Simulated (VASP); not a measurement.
**ClO: single point with r2SCAN+D3(BJ)**

Crystal: ClO.

```
Cl O
1.0
     3.19635    0.00116    0.00288
     0.00116    3.17965   -0.00470
     0.00288   -0.00470    3.17972
Cl O
1 1
Direct
  0.99202 0.98448 0.99751
  0.49827 0.51259 0.49123
```

| Item | Value |
| --- | --- |
| Program | VASP 6.6.1 |
| Task | single point |
| Functional | r2SCAN |
| Dispersion | D3(BJ) |
| Potentials or basis | VASP PAW PBE potentials, release 64 (Cl, O) |
| Cutoff | 520 eV |
| k mesh | 6 × 6 × 6 |
| Occupations | gaussian, width 0.05 eV |
| Spin | no spin polarisation |
| Dipole correction | no |
| Further INCAR settings | ALGO = Normal; EDIFF = 1e-06; NBANDS = 14 |

* Pressure: -12.7 GPa
* Largest force: 0.262 eV/Å
* Dispersion energy per atom: -0.072 eV

Forces on the atoms (eV/Å):
```
Cl  -0.052 -0.251  0.052
O    0.052  0.251 -0.052
```

Stress tensor (GPa, compression positive):
```
-12.94  -0.06   0.15
 -0.06 -12.48  -0.11
  0.15  -0.11 -12.59
```

Levels at points of the mesh, in eV from the Fermi level:
```csv
k point,band 2,band 3,band 4,band 5,band 6,band 7,band 8,band 9,band 10,band 11
"(0.00, 0.00, 0.00)",-14.47,-2.26,-2.21,-2.18,0.81,0.83,0.85,10.58,10.64,12.03
"(0.50, 0.00, 0.00)",-15.06,-3.01,-1.44,-0.80,-0.77,-0.60,-0.54,12.26,13.67,16.29
"(0.00, 0.50, 0.00)",-15.02,-3.04,-1.42,-0.95,-0.92,-0.48,-0.45,12.27,13.74,16.45
"(0.50, 0.50, 0.00)",-14.50,-4.50,-4.48,-0.60,-0.29,0.54,0.55,11.06,12.75,15.37
"(0.00, 0.00, 0.50)",-15.04,-3.04,-1.46,-0.81,-0.77,-0.63,-0.53,12.27,13.71,16.26
"(0.50, 0.00, 0.50)",-14.50,-4.51,-4.49,-0.60,-0.28,0.55,0.56,11.10,12.75,15.38
"(0.00, 0.50, 0.50)",-14.48,-4.48,-4.48,-0.62,-0.32,0.51,0.53,11.02,12.73,15.30
"(0.50, 0.50, 0.50)",-14.04,-2.80,-2.76,-2.70,-1.79,-1.70,-1.68,13.38,13.45,13.50
```

It took 37 s on 1 thread of Intel(R) Xeon(R) 6975P-C (Granite Rapids), with other jobs on the host, peak memory 0.17 GiB.

Caveat: three body term missing; the PAW data sets were made with another functional, which shifts forces and pressure a little; an odd number of electrons without spin polarisation forces a metal; a magnetic or distorted state may lie lower; pairwise dispersion overbinds metals, which lowers pressure and volume.
